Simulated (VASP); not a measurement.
CuAu: single point with RPBE

Crystal: CuAu.

```
CELL_PARAMETERS angstrom
2.81075 0.00000 0.00000
0.00000 2.81075 0.00000
0.00000 0.00000 3.68500
ATOMIC_POSITIONS crystal
Au 0.00000 0.00000 0.00000
Cu 0.50000 0.50000 0.50000
```

```json
{
 "Program": "VASP 6.6.1",
 "Task": "single point",
 "Functional": "RPBE",
 "Potentials or basis": "VASP PAW PBE potentials, release 64 (Au, Cu)",
 "Cutoff": "520 eV",
 "k mesh": "9 × 9 × 7",
 "Occupations": "gaussian, width 0.05 eV",
 "Spin": "no spin polarisation"
}
```

The pressure is 8.8 GPa and the band gap on the k mesh is zero (band 11 reaches 12.33 eV, above the bottom of band 12 at 6.91 eV).

Stress tensor (GPa, compression positive):
```
9.05 0.00 0.00
0.00 9.05 0.00
0.00 0.00 8.41
```

Levels at points of the mesh, in eV from the Fermi level:
| k point | band 8 | band 9 | band 10 | band 11 | band 12 | band 13 | band 14 | band 15 |
| --- | --- | --- | --- | --- | --- | --- | --- | --- |
| (0.00, 0.00, 0.00) | -2.11 | -1.67 | -1.45 | -1.45 | 2.15 | 8.09 | 10.09 | 10.09 |

Wall time 20 s on 1 thread of AMD EPYC 9R45 96-Core Processor (Zen 5), with other jobs on the host, peak memory 0.13 GiB.

Caveat: the PAW data sets were made with another functional, which shifts forces and pressure a little; spin-orbit coupling is left out, which moves the levels of the heavy elements.
